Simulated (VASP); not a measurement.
# PbS (Cmcm) in VASP: a series of runs

PbS is run at these levels: LDA; tasks: single point.

Program: VASP 6.6.1. These are calculated values, not measurements. Logs are shortened: lines on timing, memory, paths and dates and some standing lists are left out, and cuts for length are marked.

### Step 1. The cell of the first run

It takes space group Cmcm (No. 63, orthorhombic). The conventional cell has a = 4.215 Å, b = 12.140 Å, c = 4.336 Å, α = 90.00°, β = 90.00°, γ = 90.00°. Pb (site symmetry m2m) has 5 S at 2.72 to 3.03 Å within 3.6 Å. S (site symmetry m2m) has 5 Pb at 2.72 to 3.03 Å within 3.6 Å.

### Step 2. Single point, LDA

INCAR

```
SYSTEM = PbS
ALGO = Normal
EDIFF = 1E-6
ENCUT = 520
GGA = CA
ISIF = 2
ISMEAR = 0
LASPH = .True.
LCHARG = .True.
LELF = .True.
LREAL = .False.
LVHAR = .True.
LWAVE = .False.
NBANDS = 28
NELM = 60
PREC = Accurate
SIGMA = 0.01
```

KPOINTS

```
k-points
0
Gamma
  6 6 6
  0 0 0
```

POSCAR

```
PbS
1.0
    2.1073209020     -6.0701419361      0.0000000000
    2.1073209020      6.0701419361      0.0000000000
    0.0000000000      0.0000000000      4.3356333000
Pb S
2 2
Direct
    0.8694400000      0.1305600000      0.7500000000
    0.1305600000      0.8694400000      0.2500000000
    0.6452000000      0.3548000000      0.7500000000
    0.3548000000      0.6452000000      0.2500000000
```

Potentials or basis: VASP PAW LDA potentials, release 64 (Pb_d, S).

Run with:

```bash
cat potpaw_LDA.64/Pb_d/POTCAR potpaw_LDA.64/S/POTCAR > POTCAR
mpirun -np 1 vasp_std > vasp.out
```

OUTCAR:

```text
SYSTEM = PbS
   EDIFF = 1E-6
   ENCUT = 520
   GGA = CA
   ISIF = 2
   ISMEAR = 0
   LASPH = .True.
   LREAL = .False.
   NELM = 60
   PREC = Accurate

 ion  position               nearest neighbor table
   1  0.869  0.131  0.750-   3 2.72   4 3.03   4 3.03   4 3.03   4 3.03   2 3.84   2 3.84
   2  0.131  0.869  0.250-   4 2.72   3 3.03   3 3.03   3 3.03   3 3.03   1 3.84   1 3.84
   3  0.645  0.355  0.750-   1 2.72   2 3.03   2 3.03   2 3.03   2 3.03
   4  0.355  0.645  0.250-   2 2.72   1 3.03   1 3.03   1 3.03   1 3.03

  LATTYP: Found a base centered orthorhombic cell.
 ALAT       =     4.2146418040
 B/A-ratio  =     2.8805019351
 C/A-ratio  =     1.0287074209

  Lattice vectors:

 A1 = (   2.1073209020,  -6.0701419361,   0.0000000000)
 A2 = (   2.1073209020,   6.0701419361,   0.0000000000)
 A3 = (   0.0000000000,   0.0000000000,   4.3356333000)

Analysis of symmetry for initial positions (statically):
=====================================================================
 Subroutine PRICEL returns:
 Original cell was already a primitive cell.

 Routine SETGRP: Setting up the symmetry group for a
 base centered orthorhombic supercell.

 Subroutine GETGRP returns: Found  8 space group operations
 (whereof  4 operations were pure point group operations)
 out of a pool of  8 trial point group operations.

The static configuration has the point symmetry C_2h.
 The point group associated with its full space group is D_2h.

Analysis of symmetry for dynamics (positions and initial velocities):
=====================================================================
 Subroutine PRICEL returns:
 Original cell was already a primitive cell.

 Routine SETGRP: Setting up the symmetry group for a
 base centered orthorhombic supercell.

 Subroutine GETGRP returns: Found  8 space group operations
 (whereof  4 operations were pure point group operations)
 out of a pool of  8 trial point group operations.

The dynamic configuration has the point symmetry C_2h.
 The point group associated with its full space group is D_2h.

 Subroutine INISYM returns: Found  8 space group operations
 (whereof  4 operations are pure point group operations),
 and found     1 'primitive' translations

----------------------------------------------------------------------------------------

                                     Primitive cell

  volume of cell :     110.9206

  direct lattice vectors                    reciprocal lattice vectors
     2.107320902 -6.070141936  0.000000000     0.237268087 -0.082370397  0.000000000
     2.107320902  6.070141936  0.000000000     0.237268087  0.082370397  0.000000000
     0.000000000  0.000000000  4.335633300     0.000000000  0.000000000  0.230646812

  length of vectors
     6.425529123  6.425529123  4.335633300     0.251159367  0.251159367  0.230646812

  position of ions in fractional coordinates (direct lattice)
     0.869440000  0.130560000  0.750000000
     0.130560000  0.869440000  0.250000000
     0.645200000  0.354800000  0.750000000
     0.354800000  0.645200000  0.250000000

  ion indices of the primitive-cell ions
   primitive index   ion index
                 1           1
                 2           2
                 3           3
                 4           4

----------------------------------------------------------------------------------------

 KPOINTS: k-points

Automatic generation of k-mesh.
 Grid dimensions read from file:
 generate k-points for:    6    6    6

 Generating k-lattice:

  Cartesian coordinates                     Fractional coordinates (reciprocal lattice)
     0.039544681 -0.013728399  0.000000000     0.166666667  0.000000000  0.000000000
     0.039544681  0.013728399  0.000000000     0.000000000  0.166666667  0.000000000
     0.000000000  0.000000000  0.038441135     0.000000000  0.000000000  0.166666667

  Length of vectors
     0.041859894  0.041859894  0.038441135

  Shift w.r.t. Gamma in fractional coordinates (k-lattice)
     0.000000000  0.000000000  0.000000000

 Subroutine IBZKPT returns following result:
 ===========================================

 Found     52 irreducible k-points:

 Following reciprocal coordinates:
            Coordinates               Weight
  0.000000  0.000000  0.000000      1.000000
  0.166667  0.000000  0.000000      4.000000
  0.333333  0.000000  0.000000      4.000000
  0.500000  0.000000  0.000000      2.000000
  0.166667  0.166667  0.000000      2.000000
  0.333333  0.166667  0.000000      4.000000
[... 16 lines left out ...]
  0.333333  0.333333  0.166667      4.000000
  0.500000  0.333333  0.166667      8.000000
 [... further k-points ...]
   k-points           NKPTS =     52   k-points in BZ     NKDIM =     52   number of bands    NBANDS=     28
   number of dos      NEDOS =    301   number of ions     NIONS =      4
   total plane-waves  NPLWV =  73728
   dimension x,y,z NGX =    48 NGY =   48 NGZ =   32
   dimension x,y,z NGXF=    96 NGYF=   96 NGZF=   64
   ions per type =               2   2
   NGX,Y,Z   is equivalent  to a cutoff of  12.42, 12.42, 12.27 a.u.
   NGXF,Y,Z  is equivalent  to a cutoff of  24.84, 24.84, 24.54 a.u.
 SYSTEM =  PbS
   PREC   = accura    normal or accurate (medium, high low for compatibility)
   ISTART =      0    job   : 0-new  1-cont  2-samecut
   ICHARG =      2    charge: 1-file 2-atom 10-const
   ISPIN  =      1    spin polarized calculation?
   LNONCOLLINEAR =      F non collinear calculations
   LSORBIT =      F    spin-orbit coupling
   LASPH  =      T    aspherical Exc in radial PAW
   ENCUT  =  520.0 eV  38.22 Ry    6.18 a.u.  11.95 11.95  8.06*2*pi/ulx,y,z
   NELM   =     60;   NELMIN=  2; NELMDL= -5     # of ELM steps
   EDIFF  = 0.1E-05   stopping-criterion for ELM
   LREAL  =      F    real-space projection
   EDIFFG = 0.1E-04   stopping-criterion for IOM
   NSW    =      0    number of steps for IOM
   IBRION =     -1    ionic relax: 0-MD 1-quasi-New 2-CG
   NFREE  =      0    steps in history (QN), initial steepest desc. (CG)
   ISIF   =      2    stress and relaxation
   ISYM   =      2    0-nonsym 1-usesym 2-fastsym
   POTIM  = 0.5000    time-step for ionic-motion
   TEBEG  =    0.0;   TEEND  =   0.0 temperature during run
   PSTRESS=    0.0 pullay stress
   NELECT =      40.0000    total number of electrons
   NUPDOWN=      -1.0000    fix difference up-down
   EMIN   =  10.00;   EMAX   =-10.00  energy-range for DOS
   EFERMI =   0.00;   METHOD = LEGACY
   ISMEAR =     0;   SIGMA  =   0.01  broadening in eV -4-tet -1-fermi 0-gaus
   EFERMI_NEDOS =   21; number of points for ismear=-14 and -15
   IALGO  =     38    algorithm
   IMIX   =      4    mixing-type and parameters
     AMIX     =   0.40;   BMIX     =  1.00
     AMIX_MAG =   1.60;   BMIX_MAG =  1.00
  volume/ion in A,a.u.               =      27.73       187.13
  Fermi-wavevector in a.u.,A,eV,Ry     =   1.165263  2.202029 18.474521  1.357839
  Thomas-Fermi vector in A             =   2.301791
   LORBIT       =      0    0 simple, 1 ext, 2 COOP (PROOUT), +10 PAW based schemes
   GGA     = CA    functional components
   LHFCALC =     F    Hartree Fock is set to
   AEXX    =    0.0000 exact exchange contribution
   IVDW    =     0    specifies the selected vdW correction
   LEPSILON=     F    determine dielectric tensor
   LRPA    =     F    only Hartree local field effects (RPA)
 non-spin polarized calculation
 Gauss-broadening in eV      SIGMA  =   0.01
  energy-cutoff  :      520.00
  volume of cell :      110.92
 maximum number of plane-waves:      3010
   NGX = 23   NGY = 23   NGZ = 17

 number of electron      40.0000004 magnetization

 Free energy of the ion-electron system (eV)
  ---------------------------------------------------
  ext. energy  EPLUGINS =         0.00000000
  ---------------------------------------------------
  free energy    TOTEN  =       -19.66308793 eV

  energy without entropy =      -19.66308793  energy(sigma->0) =      -19.66308793

 E-fermi :   4.2439     XC(G=0):  -9.7505

 val. band max:        4.1917006762   @ k =   0.5000   0.5000   0.3333
 cond. band min:       5.3368558517   @ k =   0.5000   0.5000   0.0000
 fundamental gap:      1.1451551755
 Fermi energy:         4.2438943843

 k-point     1 :       0.0000    0.0000    0.0000
  band No.  band energies     occupation
      1     -12.0478      2.00000
      2     -11.9699      2.00000
      3     -11.9616      2.00000
      4     -11.9597      2.00000
      5     -11.9290      2.00000
      6     -11.9278      2.00000
[... 20 lines left out ...]
     27      10.0694      0.00000
     28      11.1238      0.00000

 k-point     2 :       0.1667    0.0000    0.0000
  band No.  band energies     occupation
      1     -12.0348      2.00000
      2     -11.9633      2.00000
      3     -11.9581      2.00000
      4     -11.9489      2.00000
      5     -11.9350      2.00000
      6     -11.9314      2.00000
[... 20 lines left out ...]
     27      10.5096      0.00000
     28      11.6836      0.00000

 k-point     3 :       0.3333    0.0000    0.0000
  band No.  band energies     occupation
      1     -12.0053      2.00000
      2     -11.9585      2.00000
      3     -11.9579      2.00000
      4     -11.9497      2.00000
      5     -11.9334      2.00000
      6     -11.9322      2.00000
[... 20 lines left out ...]
     27      12.0068      0.00000
     28      12.1468      0.00000

 k-point     4 :       0.5000    0.0000    0.0000
  band No.  band energies     occupation
      1     -11.9799      2.00000
      2     -11.9709      2.00000
      3     -11.9601      2.00000
      4     -11.9579      2.00000
      5     -11.9342      2.00000
      6     -11.9297      2.00000
[... 578 lines left out ...]
     27      10.1835      0.00000
     28      11.7079      0.00000

 k-point    23 :       0.3333    0.3333    0.1667
  band No.  band energies     occupation
      1     -12.0075      2.00000
      2     -11.9757      2.00000
      3     -11.9577      2.00000
      4     -11.9418      2.00000
      5     -11.9320      2.00000
      6     -11.9308      2.00000
[... 20 lines left out ...]
     27      11.1939      0.00000
     28      12.1548      0.00000

 k-point    24 :       0.5000    0.3333    0.1667
  band No.  band energies     occupation
      1     -12.0257      2.00000
      2     -11.9582      2.00000
      3     -11.9500      2.00000
      4     -11.9475      2.00000
      5     -11.9366      2.00000
      6     -11.9287      2.00000
[... 20 lines left out ...]
     27      11.2958      0.00000
     28      11.8513      0.00000

 [... further k-points ...]

------------------------ aborting loop because EDIFF is reached ----------------------------------------

  FORCE on cell =-STRESS in cart. coord.  units (eV):
  Direction    XX          YY          ZZ          XY          YZ          ZX
  --------------------------------------------------------------------------------------
  -------------------------------------------------------------------------------------
  Total       -3.6705893     -3.2678148     -3.8268323      0.0000000     -0.0000000      0.0000000
  in kB      -53.0193398    -47.2015178    -55.2761718      0.0000000     -0.0000000      0.0000000
  external PRESSURE =     -51.8323431 kB  Pullay stress =       0.0000000 kB

 VOLUME and BASIS-vectors are now :
 -----------------------------------------------------------------------------
  energy-cutoff  :      520.00
  volume of cell :      110.92
      direct lattice vectors                 reciprocal lattice vectors
     2.107320902 -6.070141936  0.000000000     0.237268087 -0.082370397  0.000000000
     2.107320902  6.070141936  0.000000000     0.237268087  0.082370397  0.000000000
     0.000000000  0.000000000  4.335633300     0.000000000  0.000000000  0.230646812

 POSITION                                       TOTAL-FORCE (eV/Angst)
 -----------------------------------------------------------------------------------
      2.10732     -4.48511      3.25172         0.000000      0.321417      0.000000
      2.10732      4.48511      1.08391         0.000000     -0.321417     -0.000000
      2.10732     -1.76277      3.25172         0.000000     -0.184885      0.000000
      2.10732      1.76277      1.08391         0.000000      0.184885      0.000000
 -----------------------------------------------------------------------------------
    total drift:                                0.000000     -0.000000      0.000000

  FREE ENERGIE OF THE ION-ELECTRON SYSTEM (eV)
  ---------------------------------------------------
  free  energy   TOTEN  =       -19.6630879298 eV

  energy  without entropy=      -19.6630879298  energy(sigma->0) =      -19.66308793
```

It used 110 s of CPU time on 1 thread of AMD EPYC 7R13 Processor (Zen 3), with other jobs on the host.

Results:

| Property | Result |
| --- | --- |
| Free energy | -19.6631 eV |
| Pressure | -5.2 GPa |
| Largest force | 0.321 eV/Å |
| Band gap on the k mesh | 1.15 eV, indirect (least direct gap 1.32 eV) |

Forces on the atoms (eV/Å):
```
Pb   0.000  0.321  0.000
Pb   0.000 -0.321  0.000
S    0.000 -0.185  0.000
S    0.000  0.185  0.000
```

Caveat: spin-orbit coupling is left out, which moves the levels of the heavy elements.

[end of part 1 of 2]
